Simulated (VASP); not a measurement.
Si62P (a cell with a defect): single point with PBE

Si62P (a cell with a defect):

```
Si P
1.0
    10.86000    0.00000    0.00000
     0.00000   10.86000    0.00000
     0.00000    0.00000   10.86000
Si P
62 1
Direct
  0.50100 0.99881 0.99903
  0.62301 0.12605 0.12599
  0.75243 0.24785 0.00245
  0.87976 0.37031 0.12946
  0.75326 0.00330 0.24772
  0.88056 0.13020 0.37031
  0.24378 0.23067 0.99834
  0.36321 0.36536 0.12527
  0.49287 0.49449 0.00190
  0.62061 0.62092 0.12741
  0.74577 0.74821 0.00061
  0.87008 0.88220 0.11337
  0.24469 0.99513 0.23086
  0.36203 0.12476 0.36436
  0.49623 0.25017 0.25045
  0.62365 0.37487 0.37512
  0.74996 0.49666 0.24725
  0.87227 0.62710 0.37147
  0.49193 0.00223 0.49351
  0.61887 0.12820 0.61971
  0.75037 0.24770 0.49693
  0.87273 0.37168 0.62749
  0.74375 0.00060 0.74594
  0.86741 0.11288 0.88057
  0.99917 0.49828 0.00150
  0.12500 0.62526 0.12408
  0.25685 0.74653 0.00157
  0.38226 0.86913 0.12586
  0.01348 0.24744 0.24655
  0.11943 0.38056 0.38056
  0.24683 0.49845 0.25137
  0.37366 0.62389 0.37515
  0.50561 0.74995 0.25719
  0.62986 0.87927 0.37875
  0.99963 0.00137 0.49803
  0.12469 0.12355 0.62594
  0.24610 0.25061 0.49829
  0.37272 0.37443 0.62386
  0.49937 0.50025 0.50085
  0.62610 0.62504 0.62500
  0.75386 0.75158 0.50307
  0.87872 0.87779 0.62974
  0.25614 0.00131 0.74800
  0.38076 0.12593 0.87112
  0.50402 0.25676 0.75049
  0.62924 0.37873 0.87865
  0.75379 0.50324 0.75152
  0.87874 0.63008 0.87760
  0.99729 0.75629 0.24126
  0.12286 0.87724 0.36944
  0.99780 0.50758 0.50737
  0.11879 0.63639 0.63701
  0.24469 0.74831 0.49786
  0.37282 0.87101 0.61960
  0.99653 0.24052 0.75675
  0.12189 0.36796 0.87895
  0.24349 0.49608 0.74894
  0.37246 0.61843 0.87033
  0.49766 0.74762 0.74799
  0.62269 0.87284 0.87272
  0.00676 0.77300 0.77291
  0.14320 0.90282 0.90433
  0.12242 0.06746 0.06982
```

- Program: VASP 6.6.1
- Task: single point
- Functional: PBE
- Potentials or basis: VASP PAW PBE potentials, release 64 (Si, P)
- Cutoff: 520 eV
- k mesh: 1 × 1 × 1
- Occupations: gaussian, width 0.02 eV
- Spin: no spin polarisation
- Dipole correction: no
- Charge: -1
- Further INCAR settings: LREAL = Auto; ALGO = Normal; EDIFF = 1e-07; NBANDS = 164; NELECT = 254.0

* Largest force: 0.117 eV/Å

Forces on the atoms (eV/Å):
```
Si   0.000  0.000 -0.002
Si  -0.007  0.000  0.004
Si  -0.004  0.002  0.013
Si   0.002 -0.001  0.004
Si  -0.010  0.000  0.004
Si  -0.006 -0.003  0.000
Si   0.018 -0.014 -0.021
Si  -0.003 -0.005  0.007
Si  -0.010 -0.007  0.003
Si  -0.012 -0.013  0.003
Si  -0.029 -0.027 -0.007
Si  -0.047 -0.017 -0.012
Si   0.015  0.022  0.005
Si   0.015  0.006  0.019
Si  -0.002  0.002  0.002
Si  -0.001  0.002  0.001
Si   0.005 -0.002  0.000
Si   0.005  0.001  0.001
Si   0.007 -0.004  0.011
Si   0.008 -0.001  0.005
Si  -0.001 -0.007 -0.005
Si  -0.005 -0.005 -0.001
Si   0.001 -0.010  0.008
Si  -0.012  0.002  0.008
Si   0.002 -0.004  0.000
Si  -0.002  0.001 -0.006
Si  -0.006  0.007  0.003
Si   0.005  0.005 -0.001
Si  -0.005 -0.013 -0.001
Si   0.000 -0.006 -0.006
Si  -0.009 -0.001  0.002
Si  -0.007 -0.003  0.000
Si  -0.006 -0.002  0.001
Si  -0.004 -0.009  0.001
Si  -0.003  0.000 -0.001
Si   0.000 -0.003 -0.002
Si  -0.004  0.005  0.001
Si   0.001  0.002  0.000
Si   0.000  0.002  0.000
Si   0.002 -0.001  0.001
Si   0.003 -0.003  0.004
Si   0.003 -0.005  0.000
Si   0.008  0.006 -0.009
Si   0.020 -0.002 -0.015
Si   0.006 -0.001 -0.007
Si   0.001  0.000 -0.004
Si   0.005  0.002  0.001
Si   0.001 -0.002  0.001
Si  -0.002  0.004 -0.011
Si  -0.007  0.008 -0.010
Si   0.003 -0.007 -0.003
Si  -0.003 -0.001 -0.002
Si  -0.014  0.000 -0.010
Si  -0.005 -0.007 -0.007
Si   0.009 -0.002  0.000
Si   0.007 -0.001 -0.003
Si  -0.001  0.004  0.001
Si  -0.002  0.002  0.007
Si  -0.010 -0.006 -0.006
Si  -0.009 -0.008 -0.003
Si   0.003  0.002  0.005
Si   0.014  0.029  0.005
P    0.078  0.083  0.024
```

Levels at points of the mesh, in eV from the Fermi level:
| k point | band 124 | band 125 | band 126 | band 127 | band 128 | band 129 | band 130 | band 131 |
| --- | --- | --- | --- | --- | --- | --- | --- | --- |
| (0.00, 0.00, 0.00) | -0.77 | -0.72 | -0.29 | -0.14 | 0.10 | 0.22 | 0.32 | 0.38 |

Run time: 6.8 min on 1 thread of Intel(R) Xeon(R) Platinum 8259CL CPU @ 2.50GHz (Skylake/Cascade Lake), with other jobs on the host, peak memory 1 GiB.

Caveat: the k points lie up to 0.58 Å⁻¹ apart; the cell carries a net charge on a neutralising background, which shifts energy and pressure; the cell is charged against a uniform background, so pressure and absolute levels hang on convention.
